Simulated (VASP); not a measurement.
# InSe (P6_3/mmc) in VASP: notebook, part 2 of 2

VASP 6.6.1. The steps go on from the part before.

### Step 3. Single point, PBEsol (28.65 Å³/atom)

This run uses another cell than the first one, of 28.65 Å³/atom.

File INCAR:

```
SYSTEM = InSe
ALGO = Normal
EDIFF = 1E-6
ENCUT = 520
GGA = PS
ISIF = 2
ISMEAR = 0
LASPH = .True.
LCHARG = .True.
LELF = .True.
LREAL = .False.
LVHAR = .True.
LWAVE = .False.
NBANDS = 48
NELM = 100
PREC = Accurate
SIGMA = 0.02
```

File KPOINTS:

```
k-points
0
Gamma
  12 12 2
  0 0 0
```

File POSCAR:

```
InSe
1.0
    3.9851461245      0.0000000000      0.0000000000
   -1.9925730622      3.4512377816      0.0000000000
    0.0000000000      0.0000000000     16.6639081867
In Se
4 4
Direct
    0.3333333333      0.6666666667      0.1669823751
    0.6666666667      0.3333333333      0.6669823751
    0.3333333333      0.6666666667      0.3330176249
    0.6666666667      0.3333333333      0.8330176249
    0.3333333333      0.6666666667      0.5898522202
    0.6666666667      0.3333333333      0.0898522202
    0.3333333333      0.6666666667      0.9101477798
    0.6666666667      0.3333333333      0.4101477798
```

Potentials or basis: VASP PAW PBE potentials, release 64 (In_d, Se).

Started as:

```
cat potpaw_PBE.64/In_d/POTCAR potpaw_PBE.64/Se/POTCAR > POTCAR
mpirun -np 1 vasp_std > vasp.out
```

OUTCAR:

```text
SYSTEM = InSe
   EDIFF = 1E-6
   ENCUT = 520
   GGA = PS
   ISIF = 2
   ISMEAR = 0
   LASPH = .True.
   LREAL = .False.
   NELM = 100
   PREC = Accurate

 ion  position               nearest neighbor table
   1  0.333  0.667  0.167-   6 2.64   6 2.64   6 2.64   3 2.77
   2  0.667  0.333  0.667-   5 2.64   5 2.64   5 2.64   4 2.77
   3  0.333  0.667  0.333-   8 2.64   8 2.64   8 2.64   1 2.77
   4  0.667  0.333  0.833-   7 2.64   7 2.64   7 2.64   2 2.77
   5  0.333  0.667  0.590-   2 2.64   2 2.64   2 2.64
   6  0.667  0.333  0.090-   1 2.64   1 2.64   1 2.64
   7  0.333  0.667  0.910-   4 2.64   4 2.64   4 2.64
   8  0.667  0.333  0.410-   3 2.64   3 2.64   3 2.64

  LATTYP: Found a hexagonal cell.
 ALAT       =     3.9851461245
 C/A-ratio  =     4.1815049351

  Lattice vectors:

 A1 = (   3.9851461245,   0.0000000000,   0.0000000000)
 A2 = (  -1.9925730622,   3.4512377816,   0.0000000000)
 A3 = (   0.0000000000,   0.0000000000,  16.6639081867)

Analysis of symmetry for initial positions (statically):
=====================================================================
 Subroutine PRICEL returns:
 Original cell was already a primitive cell.

 Routine SETGRP: Setting up the symmetry group for a
 hexagonal supercell.

 Subroutine GETGRP returns: Found 24 space group operations
 (whereof 12 operations were pure point group operations)
 out of a pool of 24 trial point group operations.

The static configuration has the point symmetry D_3d.
 The point group associated with its full space group is D_6h.

Analysis of symmetry for dynamics (positions and initial velocities):
=====================================================================
 Subroutine PRICEL returns:
 Original cell was already a primitive cell.

 Routine SETGRP: Setting up the symmetry group for a
 hexagonal supercell.

 Subroutine GETGRP returns: Found 24 space group operations
 (whereof 12 operations were pure point group operations)
 out of a pool of 24 trial point group operations.

The dynamic configuration has the point symmetry D_3d.
 The point group associated with its full space group is D_6h.

 Subroutine INISYM returns: Found 24 space group operations
 (whereof 12 operations are pure point group operations),
 and found     1 'primitive' translations

----------------------------------------------------------------------------------------

                                     Primitive cell

  volume of cell :     229.1902

  direct lattice vectors                    reciprocal lattice vectors
     3.985146124  0.000000000  0.000000000     0.250931828  0.144875558  0.000000000
    -1.992573062  3.451237782  0.000000000     0.000000000  0.289751116  0.000000000
     0.000000000  0.000000000 16.663908187     0.000000000  0.000000000  0.060009932

  length of vectors
     3.985146124  3.985146124 16.663908187     0.289751116  0.289751116  0.060009932

  position of ions in fractional coordinates (direct lattice)
     0.333333333  0.666666667  0.166982375
     0.666666667  0.333333333  0.666982375
     0.333333333  0.666666667  0.333017625
     0.666666667  0.333333333  0.833017625
     0.333333333  0.666666667  0.589852220
[... 37 lines left out ...]
 ===========================================

 Found     38 irreducible k-points:

 Following reciprocal coordinates:
            Coordinates               Weight
  0.000000  0.000000  0.000000      1.000000
  0.083333 -0.000000  0.000000      6.000000
  0.166667 -0.000000  0.000000      6.000000
  0.250000  0.000000  0.000000      6.000000
  0.333333  0.000000  0.000000      6.000000
  0.416667 -0.000000  0.000000      6.000000
[... 16 lines left out ...]
  0.250000  0.000000  0.500000      6.000000
  0.333333  0.000000  0.500000      6.000000
 [... further k-points ...]
   k-points           NKPTS =     38   k-points in BZ     NKDIM =     38   number of bands    NBANDS=     48
   number of dos      NEDOS =    301   number of ions     NIONS =      8
   total plane-waves  NPLWV = 113400
   dimension x,y,z NGX =    30 NGY =   30 NGZ =  126
   dimension x,y,z NGXF=    60 NGYF=   60 NGZF=  252
   ions per type =               4   4
   NGX,Y,Z   is equivalent  to a cutoff of  12.51, 12.51, 12.57 a.u.
   NGXF,Y,Z  is equivalent  to a cutoff of  25.03, 25.03, 25.14 a.u.
 SYSTEM =  InSe
   PREC   = accura    normal or accurate (medium, high low for compatibility)
   ISTART =      0    job   : 0-new  1-cont  2-samecut
   ICHARG =      2    charge: 1-file 2-atom 10-const
   ISPIN  =      1    spin polarized calculation?
   LNONCOLLINEAR =      F non collinear calculations
   LSORBIT =      F    spin-orbit coupling
   LASPH  =      T    aspherical Exc in radial PAW
   ENCUT  =  520.0 eV  38.22 Ry    6.18 a.u.   7.41  7.41 30.98*2*pi/ulx,y,z
   NELM   =    100;   NELMIN=  2; NELMDL= -5     # of ELM steps
   EDIFF  = 0.1E-05   stopping-criterion for ELM
   LREAL  =      F    real-space projection
   EDIFFG = 0.1E-04   stopping-criterion for IOM
   NSW    =      0    number of steps for IOM
   IBRION =     -1    ionic relax: 0-MD 1-quasi-New 2-CG
   NFREE  =      0    steps in history (QN), initial steepest desc. (CG)
   ISIF   =      2    stress and relaxation
   ISYM   =      2    0-nonsym 1-usesym 2-fastsym
   POTIM  = 0.5000    time-step for ionic-motion
   TEBEG  =    0.0;   TEEND  =   0.0 temperature during run
   PSTRESS=    0.0 pullay stress
   NELECT =      76.0000    total number of electrons
   NUPDOWN=      -1.0000    fix difference up-down
   EMIN   =  10.00;   EMAX   =-10.00  energy-range for DOS
   EFERMI =   0.00;   METHOD = LEGACY
   ISMEAR =     0;   SIGMA  =   0.02  broadening in eV -4-tet -1-fermi 0-gaus
   EFERMI_NEDOS =   21; number of points for ismear=-14 and -15
   IALGO  =     38    algorithm
   IMIX   =      4    mixing-type and parameters
     AMIX     =   0.40;   BMIX     =  1.00
     AMIX_MAG =   1.60;   BMIX_MAG =  1.00
  volume/ion in A,a.u.               =      28.65       193.33
  Fermi-wavevector in a.u.,A,eV,Ry     =   1.133133  2.141310 17.469735  1.283989
  Thomas-Fermi vector in A             =   2.269835
   LORBIT       =      0    0 simple, 1 ext, 2 COOP (PROOUT), +10 PAW based schemes
   GGA     = PS    functional components
   LHFCALC =     F    Hartree Fock is set to
   AEXX    =    0.0000 exact exchange contribution
   IVDW    =     0    specifies the selected vdW correction
   LEPSILON=     F    determine dielectric tensor
   LRPA    =     F    only Hartree local field effects (RPA)
 non-spin polarized calculation
 Gauss-broadening in eV      SIGMA  =   0.02
  energy-cutoff  :      520.00
  volume of cell :      229.19
 maximum number of plane-waves:      6218
 NGX is ok and might be reduce to    30
   NGX = 15   NGY = 15   NGZ = 61

 number of electron      75.9999985 magnetization

 Free energy of the ion-electron system (eV)
  ---------------------------------------------------
  ext. energy  EPLUGINS =         0.00000000
  ---------------------------------------------------
  free energy    TOTEN  =       -31.18125496 eV

  energy without entropy =      -31.18125496  energy(sigma->0) =      -31.18125496

 E-fermi :   4.2731     XC(G=0):  -9.1994

 val. band max:        4.1452865098   @ k =   0.0000   0.0000   0.0000
 cond. band min:       4.5365354784   @ k =   0.0000   0.0000   0.0000
 fundamental gap:      0.3912489686
 Fermi energy:         4.2730744061

 k-point     1 :       0.0000    0.0000    0.0000
  band No.  band energies     occupation
      1     -10.6180      2.00000
      2     -10.6173      2.00000
      3     -10.4150      2.00000
      4     -10.4150      2.00000
      5     -10.4145      2.00000
      6     -10.4145      2.00000
[... 1213 lines left out ...]
     47       8.7242      0.00000
     48       8.7242      0.00000

 [... further k-points ...]
[... 5 lines left out ...]
  --------------------------------------------------------------------------------------
  -------------------------------------------------------------------------------------
  Total        1.0301755      1.0301755      0.9631608      0.0000000      0.0000000      0.0000000
  in kB        7.2015470      7.2015470      6.7330739      0.0000000      0.0000000      0.0000000
  external PRESSURE =       7.0453893 kB  Pullay stress =       0.0000000 kB

 VOLUME and BASIS-vectors are now :
 -----------------------------------------------------------------------------
  energy-cutoff  :      520.00
  volume of cell :      229.19
      direct lattice vectors                 reciprocal lattice vectors
     3.985146124  0.000000000  0.000000000     0.250931828  0.144875558  0.000000000
    -1.992573062  3.451237782  0.000000000     0.000000000  0.289751116  0.000000000
     0.000000000  0.000000000 16.663908187     0.000000000  0.000000000  0.060009932

 POSITION                                       TOTAL-FORCE (eV/Angst)
 -----------------------------------------------------------------------------------
     -0.00000      2.30083      2.78258        -0.000000     -0.000000      0.022078
      1.99257      1.15041     11.11453         0.000000      0.000000      0.022078
     -0.00000      2.30083      5.54938         0.000000     -0.000000     -0.022078
      1.99257      1.15041     13.88133         0.000000      0.000000     -0.022078
     -0.00000      2.30083      9.82924        -0.000000      0.000000     -0.020219
      1.99257      1.15041      1.49729         0.000000     -0.000000     -0.020219
     -0.00000      2.30083     15.16662        -0.000000     -0.000000      0.020219
      1.99257      1.15041      6.83466         0.000000     -0.000000      0.020219
 -----------------------------------------------------------------------------------
    total drift:                               -0.000000      0.000000      0.000000

  FREE ENERGIE OF THE ION-ELECTRON SYSTEM (eV)
  ---------------------------------------------------
  free  energy   TOTEN  =       -31.1812549634 eV

  energy  without entropy=      -31.1812549634  energy(sigma->0) =      -31.18125496
```

Run time: 5.9 min. Hardware: 1 thread of AMD EPYC 7R13 (Zen 3), shared host; peak memory 0.5 GiB.

Results:

```
Free energy            : -31.1813 eV
Pressure               : 0.7 GPa
Largest force          : 0.022 eV/Å
Band gap on the k mesh : 0.39 eV
```

Forces on the atoms (eV/Å):
```
In   0.000  0.000  0.022
In   0.000  0.000  0.022
In   0.000  0.000 -0.022
In   0.000  0.000 -0.022
Se   0.000  0.000 -0.020
Se   0.000  0.000 -0.020
Se   0.000  0.000  0.020
Se   0.000  0.000  0.020
```

Levels at points of the mesh, in eV from the valence-band top:
```tsv
k point	band 34	band 35	band 36	band 37	band 38	band 39	band 40	band 41	band 42	band 43
(0.00, 0.00, 0.00)	-1.15	-1.15	-1.07	-1.07	0.00	0.39	1.79	2.12	2.12	4.24
(0.50, 0.00, 0.00)	-2.20	-2.18	-2.14	-2.00	-1.40	1.11	1.12	1.88	2.00	3.26
(0.00, 0.00, 0.50)	-1.10	-1.10	-1.10	-0.96	-0.96	1.27	1.27	2.14	2.14	4.31
(0.50, 0.00, 0.50)	-2.37	-2.08	-2.08	-1.78	-1.78	1.40	1.40	1.59	1.59	3.47
```

Caveat: the PAW data sets were made with another functional, which shifts forces and pressure a little; spin-orbit coupling is left out, which moves the levels of the heavy elements; this functional lacks dispersion, which binds layers or chains, so the pressure and a relaxed spacing across them are unreliable.
